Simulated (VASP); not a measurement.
MoRu5, 6 atoms in the cell. It takes space group P-62m (No. 189, hexagonal). Conventional cell: a = 4.753 Å, b = 4.753 Å, c = 4.318 Å, α = 90.00°, β = 90.00°, γ = 120.00°. Within 3.6 Å of Mo (site symmetry -62m) lie 12 Ru at 2.69 to 2.74 Å. Ru (site symmetry -6) has 9 Ru at 2.67 to 2.74 Å and 3 Mo at 2.74 Å within 3.5 Å. Ru (site symmetry m2m) has 10 Ru at 2.67 to 2.79 Å and 2 Mo at 2.69 Å within 3.5 Å. 

```yaml
Program: VASP 6.6.1
Task: single point
Functional: PBE
Potentials_or_basis: VASP PAW PBE potentials, release 64 (Mo_sv, Ru_pv)
Cutoff: 520 eV
k_mesh: 12 × 12 × 8
Occupations: gaussian, width 0.1 eV
Spin: no spin polarisation
Dipole_correction: no
Further_INCAR_settings: ALGO = Fast; EDIFF = 1e-06; NBANDS = 51
```

Potentials or basis: VASP PAW PBE potentials, release 64 (Mo_sv, Ru_pv).

The run is started by

```console
$ cat potpaw_PBE.64/Mo_sv/POTCAR potpaw_PBE.64/Ru_pv/POTCAR > POTCAR
$ mpirun -np 1 vasp_std > vasp.out
```

Hardware: 1 thread of Intel(R) Xeon(R) 6975P-C (Granite Rapids), on a shared host.

Problem. Estimate the wall time of this run.

Solution. Run time: 2.8 min on 1 thread of Intel(R) Xeon(R) 6975P-C (Granite Rapids) (shared host), peak memory 0.41 GiB. Counts: scf iterations 17, k points 95.
